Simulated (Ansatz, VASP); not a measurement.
## Two plane-wave programs on SnO2

INCAR

```
SYSTEM = SnO2
PREC     = Accurate       ! precision mode
ENCUT    = 520            ! plane-wave cutoff, eV
EDIFF    = 1E-7           ! SCF threshold, eV
ISMEAR   = 0              ! smearing method
SIGMA    = 0.05           ! smearing width, eV
LREAL    = .False.        ! projectors in reciprocal space
LASPH    = .True.         ! aspherical terms in the spheres
NELM     = 80             ! most SCF steps
ALGO     = Normal         ! electronic algorithm
ISIF     = 2              ! what is computed and relaxed
LWAVE    = .False.        ! write WAVECAR
LCHARG   = .False.        ! write CHGCAR
GGA      = PE             ! functional
NBANDS   = 35             ! bands
```

KPOINTS

```
Automatic mesh
0
Gamma
  6 6 8
  0 0 0
```

Contents of POSCAR:

```
SnO2
1.0
    4.9405222631      0.0000000000      0.0000000000
    0.0000000000      4.9405362667      0.0000000000
    0.0000000000      0.0000000000      3.0866914697
Sn O
2 4
Direct
    0.5000000000      0.5000000000      0.5000000000
    0.0000000000      0.0000000000      0.0000000000
    0.2696607915      0.3435373615      0.0000000000
    0.7696607915      0.1564626385      0.5000000000
    0.2303392085      0.8435373615      0.5000000000
    0.7303392085      0.6564626385      0.0000000000
```

Input for Ansatz:

```yaml
crystal:
  lattice:
    - [4.9405222631, 0.0, 0.0]
    - [0.0, 4.9405362667, 0.0]
    - [0.0, 0.0, 3.0866914697]
  atoms:
    - { symbol: Sn, position: [0.5, 0.5, 0.5] }
    - { symbol: Sn, position: [0.0, 0.0, 0.0] }
    - { symbol: O, position: [0.2696607915, 0.3435373615, 0.0] }
    - { symbol: O, position: [0.7696607915, 0.1564626385, 0.5] }
    - { symbol: O, position: [0.2303392085, 0.8435373615, 0.5] }
    - { symbol: O, position: [0.7303392085, 0.6564626385, 0.0] }
basis:
  ecutwfc: 520.0
kpoints:
  mp_grid: { grid: [6, 6, 8] }
hamiltonian:
  xc: pbe
  pseudopotentials: { kind: paw, azcp: { folder: soft_1 } }
scf:
  occupations: { method: gaussian, width: 0.05 }
output:
  forces: true
  stress: true
  eigenvalues: true
```

Change from the starting cell: mode 4 frozen in at -0.252 Å, strain +e along z and -e/2 along x and y -0.0467.

Alike in both runs: task single point; functional PBE; k mesh 6 × 6 × 8; occupations gaussian, width 0.05 eV; no spin polarisation.

|  | VASP | Ansatz |
| --- | --- | --- |
| version | VASP 6.6.1 | Ansatz 0.2.0 |
| potentials or method | VASP PAW PBE potentials, release 64 (Sn_d, O), cutoff 520 eV | scalar-relativistic, plane waves, PAW |
| valence electrons in the cell | 52 | 52 |

|  | VASP | Ansatz | Ansatz less VASP |
| --- | --- | --- | --- |
| gap on the k mesh at the Fermi level (eV) | 1.22 | 1.24 | +0.015 |
| least direct gap on the mesh (eV) | 1.28 | 1.29 | +0.014 |
| pressure (GPa) | 1.6 | 1.0 | -0.60 |
| traceless stress, the component that is largest in VASP (GPa) | 10.57 | 10.28 | -0.287 |
| rms of the force components (eV/Å) | 0.126 | 0.134 | +0.0074 |

Atom by atom the forces differ by 0.019 eV/Å (rms over components). The functional is the same, so the differences come from potentials, cutoffs and numerics.
